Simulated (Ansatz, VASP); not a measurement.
**Two plane-wave programs on Si2W**

The input INCAR:

```
ALGO     = Normal         # electronic algorithm
EDIFF    = 1E-7           # SCF threshold, eV
ENCUT    = 520            # plane-wave cutoff, eV
ISIF     = 2              # what is computed and relaxed
ISMEAR   = 0              # smearing method
LASPH    = True           # aspherical terms in the spheres
LCHARG   = True           # write CHGCAR
LELF     = True           # ELF
LREAL    = False          # projectors in reciprocal space
LVHAR    = True         
LWAVE    = False          # write WAVECAR
NBANDS   = 43             # bands
NELM     = 60             # most SCF steps
PREC     = Accurate       # precision mode
SIGMA    = 0.03           # smearing width, eV
```

Contents of KPOINTS:

```
k-points
0
Gamma
  9 9 6
```

POSCAR

```
Si2W
1.0
    4.5515367784      0.0000000000      0.0000000000
   -2.2757683892      3.9417464763      0.0000000000
    0.0000000000      0.0000000000      6.5670079528
Si W
6 3
Direct
    0.8466874044      0.6933748088      0.5000000000
    0.1533125956      0.8466874044      0.8333333333
    0.6933748088      0.8466874044      0.1666666667
    0.1533125956      0.3066251912      0.5000000000
    0.8466874044      0.1533125956      0.8333333333
    0.3066251912      0.1533125956      0.1666666667
    0.0000000000      0.5000000000      0.1666666667
    0.5000000000      0.5000000000      0.8333333333
    0.5000000000      0.0000000000      0.5000000000
```

Input for Ansatz:

```yaml
crystal:
  lattice:
    - [4.5515367784, 0.0, 0.0]
    - [-2.2757683892, 3.9417464763, 0.0]
    - [0.0, 0.0, 6.5670079528]
  atoms:
    - { symbol: Si, position: [0.8466874044, 0.6933748088, 0.5] }
    - { symbol: Si, position: [0.1533125956, 0.8466874044, 0.8333333333] }
    - { symbol: Si, position: [0.6933748088, 0.8466874044, 0.1666666667] }
    - { symbol: Si, position: [0.1533125956, 0.3066251912, 0.5] }
    - { symbol: Si, position: [0.8466874044, 0.1533125956, 0.8333333333] }
    - { symbol: Si, position: [0.3066251912, 0.1533125956, 0.1666666667] }
    - { symbol: W, position: [0.0, 0.5, 0.1666666667] }
    - { symbol: W, position: [0.5, 0.5, 0.8333333333] }
    - { symbol: W, position: [0.5, 0.0, 0.5] }
basis:
  ecutwfc: 420
kpoints:
  mp_grid: { grid: [9, 9, 6] }
hamiltonian:
  xc: lda
  pseudopotentials: { kind: paw, azcp: { folder: soft_1 } }
scf:
  occupations: { method: gaussian, width: 0.03 }
output:
  forces: true
  stress: true
  eigenvalues: true
```

Alike in both runs: task single point; functional LDA; k mesh 9 × 9 × 6; occupations gaussian, width 0.03 eV; no spin polarisation.

```csv
,VASP,Ansatz
version,VASP 6.6.1,Ansatz 0.2.0
potentials or method,"VASP PAW LDA potentials, release 64 (Si, W_sv), cutoff 520 eV","scalar-relativistic, plane waves, PAW"
valence electrons in the cell,66,66
```

VASP gave:

```
gap on the k mesh at the Fermi level (eV)                     : none
pressure (GPa)                                                : 1.5
traceless stress, the component that is largest in VASP (GPa) : -1.77
rms of the force components (eV/Å)                            : 0.775
```

Q: Estimate Ansatz's values.

A: gap on the k mesh at the Fermi level (eV): none; pressure (GPa): 0.8; traceless stress, the component that is largest in VASP (GPa): -1.72; rms of the force components (eV/Å): 0.777.

Ansatz warns that its potentials were made for another functional, while VASP's fit it. LDA's correlation is that of Perdew and Zunger in VASP and of Perdew and Wang (1992) in Ansatz. Atom by atom the forces differ by 0.002 eV/Å (rms over components). A gap of «none» marks a metal or a gap that the smearing closes.

Spin-orbit coupling is off throughout.
